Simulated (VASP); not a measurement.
Set up this calculation in VASP 6.6.1, as the native input.

```
Task                   : single point
Functional             : PBE
Potentials or basis    : VASP PAW PBE potentials, release 64 (Mo_sv)
Cutoff                 : 520 eV
k mesh                 : 10 × 10 × 1
Occupations            : fermi-dirac, width 0.1 eV
Spin                   : no spin polarisation
Dipole correction      : yes
Further INCAR settings : ALGO = Normal; EDIFF = 1e-06; NBANDS = 43
```

The structure of Mo lies in POSCAR:

```
Mo
1.0
    4.4701026966      0.0000000000      0.0000000000
   -2.2350513483      3.8712224928      0.0000000000
    0.0000000000      0.0000000000     19.6498000000
Mo
5
Direct
    0.8333333330      0.1666666670      0.4071282261
    0.1666666670      0.8333333330      0.4535641129
    0.5000000000      0.5000000000      0.5000000000
    0.8333333330      0.1666666670      0.5464358871
    0.1666666670      0.8333333330      0.5928717739
```

These files were run (other wordings do the same):

INCAR

```
SYSTEM = Mo
PREC = Accurate
ENCUT = 520
EDIFF = 1E-6
ISMEAR = -1
SIGMA = 0.1
LREAL = .False.
LASPH = .True.
NELM = 80
ALGO = Normal
ISIF = 2
LWAVE = .False.
LCHARG = .False.
LDIPOL = .True.
IDIPOL = 3
DIPOL = 0.5 0.5 0.500
GGA = PE
NBANDS = 43
```

KPOINTS

```
Automatic mesh
0
Gamma
  10 10 1
  0 0 0
```

Potentials or basis: VASP PAW PBE potentials, release 64 (Mo_sv).

Command:

```sh
$ cat potpaw_PBE.64/Mo_sv/POTCAR > POTCAR
$ mpirun -np 1 vasp_std > vasp.out
```

Results of the run:

```json
{
  "Largest force": "2.654 eV/Å"
}
```

It took 11 min on 1 thread of Intel Xeon 8259CL, on a shared host, peak memory 0.51 GiB.
